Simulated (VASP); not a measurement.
# MgB2 (P6/mmm) in VASP: a series of runs, part 2 of 2

VASP 6.6.1.

### 4 Single point, RPBE

This run uses another cell than the first one, of 9.68 Å³/atom, 1.054 times its volume.

Input file INCAR:

```
SYSTEM = MgB2
  PREC = Accurate
  ENCUT = 520
  EDIFF = 1E-6
  ISMEAR = -1
  SIGMA = 0.05
  LREAL = .FALSE.
  LASPH = .TRUE.
  NELM = 80
  ALGO = Normal
  ISIF = 2
  LWAVE = .FALSE.
  LCHARG = .TRUE.
  GGA = RP
  LELF = .TRUE.
  LVHAR = .TRUE.
  NBANDS = 11
```

Input file KPOINTS:

```
Automatic mesh
0
G
  10 10 8
  0 0 0
```

Input file POSCAR:

```
MgB2
1.0
    3.0850000000      0.0000000000      0.0000000000
   -1.5425000000      2.6716883707      0.0000000000
    0.0000000000      0.0000000000      3.5230000000
Mg B
1 2
Direct
    0.0000000000      0.0000000000      0.0000000000
    0.6666666667      0.3333333333      0.5000000000
    0.3333333333      0.6666666667      0.5000000000
```

Potentials or basis: VASP PAW PBE potentials, release 64 (Mg, B).

Launch:

```sh
$ cat potpaw_PBE.64/Mg/POTCAR potpaw_PBE.64/B/POTCAR > POTCAR
$ mpirun -np 1 vasp_std > vasp.out
```

OUTCAR:

```text
SYSTEM = MgB2
   PREC = Accurate
   ENCUT = 520
   EDIFF = 1E-6
   ISMEAR = -1
   LREAL = .FALSE.
   LASPH = .TRUE.
   NELM = 80
   ISIF = 2
   GGA = RP

 ion  position               nearest neighbor table
   1  0.000  0.000  0.000-   2 2.51   3 2.51   2 2.51   3 2.51   2 2.51   2 2.51   3 2.51   3 2.51
                             2 2.51   2 2.51   3 2.51   3 2.51
   2  0.667  0.333  0.500-   3 1.78   3 1.78   3 1.78   1 2.51   1 2.51   1 2.51   1 2.51   1 2.51
                             1 2.51
   3  0.333  0.667  0.500-   2 1.78   2 1.78   2 1.78   1 2.51   1 2.51   1 2.51   1 2.51   1 2.51
                             1 2.51

  LATTYP: Found a hexagonal cell.
 ALAT       =     3.0850000000
 C/A-ratio  =     1.1419773096

  Lattice vectors:

 A1 = (   3.0850000000,   0.0000000000,   0.0000000000)
 A2 = (  -1.5425000000,   2.6716883707,   0.0000000000)
 A3 = (   0.0000000000,   0.0000000000,   3.5230000000)

Analysis of symmetry for initial positions (statically):
=====================================================================
 Subroutine PRICEL returns:
 Original cell was already a primitive cell.

 Routine SETGRP: Setting up the symmetry group for a
 hexagonal supercell.

[... 176 lines left out ...]
  band No.  band energies     occupation
      1      -7.0838      2.00000
      2       2.4372      2.00000
      3       5.7511      0.00259
      4       5.7511      0.00259
      5       7.0456      0.00000
      6      11.6897      0.00000
      7      11.6897      0.00000
      8      13.4010      0.00000
      9      15.3760      0.00000
     10      18.1085      0.00000
     11      21.5860      0.00000
[... 309 lines left out ...]
 k-point    24 :       0.4000    0.1000    0.1250
  band No.  band energies     occupation
      1      -3.4728      2.00000
      2      -1.6953      2.00000
      3       2.5549      2.00000
      4       4.7055      2.00000
      5       7.5955      0.00000
      6      10.5715      0.00000
      7      11.7279      0.00000
      8      13.6989      0.00000
      9      15.5715      0.00000
     10      18.8699      0.00000
     11      19.7721      0.00000

 [... further k-points ...]
[... 5 lines left out ...]
  --------------------------------------------------------------------------------------
  -------------------------------------------------------------------------------------
  Total        0.4050542      0.4050542      0.3044631      0.0000000     -0.0000000      0.0000000
  in kB       22.3496208     22.3496208     16.7993181      0.0000000     -0.0000000      0.0000000
  external PRESSURE =      20.4995199 kB  Pullay stress =       0.0000000 kB

 VOLUME and BASIS-vectors are now :
 -----------------------------------------------------------------------------
  energy-cutoff  :      520.00
  volume of cell :       29.04
      direct lattice vectors                 reciprocal lattice vectors
     3.085000000  0.000000000  0.000000000     0.324149109  0.187147575  0.000000000
    -1.542500000  2.671688371  0.000000000     0.000000000  0.374295150  0.000000000
     0.000000000  0.000000000  3.523000000     0.000000000  0.000000000  0.283848992

 POSITION                                       TOTAL-FORCE (eV/Angst)
 -----------------------------------------------------------------------------------
      0.00000      0.00000      0.00000        -0.000000      0.000000      0.000000
      1.54250      0.89056      1.76150         0.000000     -0.000000      0.000000
     -0.00000      1.78113      1.76150        -0.000000      0.000000      0.000000
 -----------------------------------------------------------------------------------
    total drift:                                0.000000     -0.000000     -0.000000

  FREE ENERGIE OF THE ION-ELECTRON SYSTEM (eV)
  ---------------------------------------------------
  free  energy   TOTEN  =       -14.5162882831 eV

  energy  without entropy=      -14.5101697916  energy(sigma->0) =      -14.51322904
```

OSZICAR:

```text
N       E                     dE             d eps       ncg     rms          rms(c)
DAV:   1     0.430676360569E+01    0.43068E+01   -0.37880E+03  1716   0.609E+02
DAV:   2    -0.156145670795E+02   -0.19921E+02   -0.18713E+02  1958   0.107E+02
DAV:   3    -0.161259540319E+02   -0.51139E+00   -0.51014E+00  1971   0.139E+01
DAV:   4    -0.161272225293E+02   -0.12685E-02   -0.12684E-02  1767   0.777E-01
DAV:   5    -0.161272286695E+02   -0.61403E-05   -0.61407E-05  1912   0.547E-02    0.525E+00
DAV:   6    -0.147705257257E+02    0.13567E+01   -0.16408E+00  1735   0.590E+00    0.259E+00
DAV:   7    -0.145203025770E+02    0.25022E+00   -0.97928E-01  1798   0.454E+00    0.760E-01
DAV:   8    -0.145232507769E+02   -0.29482E-02   -0.87165E-02  1717   0.163E+00    0.361E-01
DAV:   9    -0.145163863702E+02    0.68644E-02   -0.15951E-02  1699   0.591E-01    0.706E-02
DAV:  10    -0.145163016134E+02    0.84757E-04   -0.12771E-03  1867   0.195E-01    0.279E-02
DAV:  11    -0.145162883815E+02    0.13232E-04   -0.69392E-05  1737   0.500E-02    0.353E-03
DAV:  12    -0.145162882831E+02    0.98434E-07   -0.90983E-07  1402   0.666E-03
   1 F= -.14516288E+02 E0= -.14513229E+02  d E =-.611849E-02
```

stdout:

```text
POSCAR found type information on POSCAR MgB
 POSCAR found :  2 types and       3 ions
 scaLAPACK will be used
 -----------------------------------------------------------------------------
|                                                                             |
|                                                                             |
|     You enforced a specific xc type in the INCAR file but a different       |
|     I HOPE YOU KNOW WHAT YOU ARE DOING!                                     |
|                                                                             |
 -----------------------------------------------------------------------------

 LDA part: xc-table for (Slater+PW92), standard interpolation
 POSCAR, INCAR and KPOINTS ok, starting setup
 FFT: planning ... GRIDC
 FFT: planning ... GRID_SOFT
 FFT: planning ... GRID
 WAVECAR not read
 entering main loop
```

Wall time 7.3 s (1 thread of Intel Xeon 6975P-C (Granite Rapids), shared host); peak memory 0.15 GiB.

What came out:

```yaml
Free_energy: -14.5163 eV
Pressure: 2.0 GPa
Band_gap_on_the_k_mesh: zero (band 4 reaches 6.50 eV, above the bottom of band 5 at 4.04 eV)
```

Caveat: the PAW data sets were made with another functional, which shifts forces and pressure a little.

### 5 Single point, RPBE

This run uses another cell than the first one, of 9.84 Å³/atom, 1.072 times its volume.

Input file INCAR:

```
PREC = Accurate
ENCUT = 520
EDIFF = 1E-6
ISMEAR = -1
SIGMA = 0.05
LREAL = False
LASPH = True
NELM = 80
ALGO = Normal
ISIF = 2
LWAVE = False
LCHARG = False
GGA = RP
NBANDS = 11
```

Input file KPOINTS:

```
regular mesh
0
Gamma
  10 10 8
```

Input file POSCAR:

```
MgB2
1.0
    3.0998125300      0.0000000000      0.0000000000
   -1.5499062650      2.6845163980      0.0000000000
    0.0000000000      0.0000000000      3.5483009164
Mg B
1 2
Direct
    0.0000000000      0.0000000000      0.0000000000
    0.6666666667      0.3333333333      0.5000000000
    0.3333333333      0.6666666667      0.5000000000
```

Potentials or basis: VASP PAW PBE potentials, release 64 (Mg, B).

Launch:

```sh
$ cat potpaw_PBE.64/Mg/POTCAR potpaw_PBE.64/B/POTCAR > POTCAR
$ mpirun -np 1 vasp_std > vasp.out
```

OUTCAR:

```text
PREC = Accurate
   ENCUT = 520
   EDIFF = 1E-6
   ISMEAR = -1
   LREAL = False
   LASPH = True
   NELM = 80
   ISIF = 2
   GGA = RP

 ion  position               nearest neighbor table
   1  0.000  0.000  0.000-   2 2.52   3 2.52   2 2.52   3 2.52   2 2.52   2 2.52   3 2.52   3 2.52
                             2 2.52   2 2.52   3 2.52   3 2.52
   2  0.667  0.333  0.500-   3 1.79   3 1.79   3 1.79   1 2.52   1 2.52   1 2.52   1 2.52   1 2.52
                             1 2.52
   3  0.333  0.667  0.500-   2 1.79   2 1.79   2 1.79   1 2.52   1 2.52   1 2.52   1 2.52   1 2.52
                             1 2.52

[... 534 lines left out ...]
  Direction    XX          YY          ZZ          XY          YZ          ZX
  --------------------------------------------------------------------------------------
  -------------------------------------------------------------------------------------
  Total       -0.0595864     -0.0595864     -0.0853922      0.0000000     -0.0000000      0.0000000
  in kB       -3.2332258     -3.2332258     -4.6334763      0.0000000     -0.0000000      0.0000000
  external PRESSURE =      -3.6999760 kB  Pullay stress =       0.0000000 kB

 VOLUME and BASIS-vectors are now :
 -----------------------------------------------------------------------------
  energy-cutoff  :      520.00
  volume of cell :       29.53
      direct lattice vectors                 reciprocal lattice vectors
     3.099812530  0.000000000  0.000000000     0.322600154  0.186253286  0.000000000
    -1.549906265  2.684516398  0.000000000     0.000000000  0.372506572  0.000000000
     0.000000000  0.000000000  3.548300916     0.000000000  0.000000000  0.281825027

 POSITION                                       TOTAL-FORCE (eV/Angst)
 -----------------------------------------------------------------------------------
      0.00000      0.00000      0.00000        -0.000000      0.000000      0.000000
      1.54991      0.89484      1.77415         0.000000      0.000000      0.000000
     -0.00000      1.78968      1.77415        -0.000000     -0.000000     -0.000000
 -----------------------------------------------------------------------------------
    total drift:                                0.000000     -0.000000      0.000000

  FREE ENERGIE OF THE ION-ELECTRON SYSTEM (eV)
  ---------------------------------------------------
  free  energy   TOTEN  =       -14.5189271153 eV

  energy  without entropy=      -14.5127972777  energy(sigma->0) =      -14.51586220
```

OSZICAR:

```text
N       E                     dE             d eps       ncg     rms          rms(c)
DAV:   1     0.345344922699E+01    0.34534E+01   -0.37086E+03  1660   0.601E+02
DAV:   2    -0.156110507096E+02   -0.19064E+02   -0.17942E+02  2031   0.104E+02
DAV:   3    -0.161079951456E+02   -0.49694E+00   -0.49281E+00  1987   0.135E+01
DAV:   4    -0.161093051419E+02   -0.13100E-02   -0.13099E-02  1763   0.752E-01
DAV:   5    -0.161093109237E+02   -0.57818E-05   -0.57821E-05  1895   0.531E-02    0.519E+00
DAV:   6    -0.147682761744E+02    0.13410E+01   -0.16316E+00  1732   0.584E+00    0.255E+00
DAV:   7    -0.145229017881E+02    0.24537E+00   -0.97049E-01  1801   0.449E+00    0.753E-01
DAV:   8    -0.145257309404E+02   -0.28292E-02   -0.87121E-02  1719   0.161E+00    0.359E-01
DAV:   9    -0.145190162465E+02    0.67147E-02   -0.15835E-02  1702   0.587E-01    0.699E-02
DAV:  10    -0.145189380920E+02    0.78155E-04   -0.12067E-03  1878   0.190E-01    0.272E-02
DAV:  11    -0.145189271948E+02    0.10897E-04   -0.62674E-05  1737   0.476E-02    0.335E-03
DAV:  12    -0.145189271153E+02    0.79439E-07   -0.76513E-07  1316   0.622E-03
   1 F= -.14518927E+02 E0= -.14515862E+02  d E =-.612984E-02
```

stdout:

```text
POSCAR found type information on POSCAR MgB
 POSCAR found :  2 types and       3 ions
 scaLAPACK will be used
 -----------------------------------------------------------------------------
|                                                                             |
|                                                                             |
|     You enforced a specific xc type in the INCAR file but a different       |
|     I HOPE YOU KNOW WHAT YOU ARE DOING!                                     |
|                                                                             |
 -----------------------------------------------------------------------------

 LDA part: xc-table for (Slater+PW92), standard interpolation
 POSCAR, INCAR and KPOINTS ok, starting setup
 FFT: planning ... GRIDC
 FFT: planning ... GRID_SOFT
 FFT: planning ... GRID
 WAVECAR not read
 entering main loop
```

Run time: 7.4 s. Hardware: 1 thread of Intel Xeon 6975P-C (Granite Rapids), shared host; peak memory 0.15 GiB.

What came out:

- Free energy: -14.5189 eV
- Pressure: -0.4 GPa
- Band gap on the k mesh: zero (band 4 reaches 6.36 eV, above the bottom of band 5 at 3.96 eV)

Levels at points of the mesh, in eV from the Fermi level:
```
           k point  band 1  band 2  band 3  band 4  band 5  band 6  band 7  band 8
(0.00, 0.00, 0.00)  -12.40   -2.97    0.33    0.33    1.55    6.23    6.23    7.84
(0.50, 0.00, 0.00)   -8.57   -7.81   -2.18    0.16    3.00    3.79    5.18    6.96
(0.00, 0.00, 0.50)  -11.17   -7.38    0.70    0.70    6.56    6.56    7.86    9.54
(0.50, 0.00, 0.50)   -7.62   -6.93   -3.56   -1.89   -1.30    5.54    8.69    8.80
```

Caveat: the PAW data sets were made with another functional, which shifts forces and pressure a little.

### 6 Overview

```csv
level,potentials or basis,cell,gap on the mesh (eV),pressure (GPa)
LDA,"VASP PAW LDA potentials, release 64 (Mg, B)","a = 3.042, b = 3.042, c = 3.438 Å, angles 90.0, 90.0, 120.0°, 3 atoms",none,-0.6
PBEsol,"VASP PAW PBE potentials, release 64 (Mg, B)","a = 3.069, b = 3.069, c = 3.483 Å, angles 90.0, 90.0, 120.0°, 3 atoms",none,0.0
RPBE,"VASP PAW PBE potentials, release 64 (Mg, B)","a = 3.085, b = 3.085, c = 3.523 Å, angles 90.0, 90.0, 120.0°, 3 atoms",none,2.0
RPBE,"VASP PAW PBE potentials, release 64 (Mg, B)","a = 3.100, b = 3.100, c = 3.548 Å, angles 90.0, 90.0, 120.0°, 3 atoms",none,-0.4
```

Alike in all rows: task single point; no spin polarisation; k mesh 10 × 10 × 8; cutoff (eV) 520; smearing fermi-dirac 0.05 eV.

Caveats: the PAW data sets were made with another functional, which shifts forces and pressure a little (some runs).

Total energies depend on the potentials used, so only differences within one code and one set of settings carry meaning.
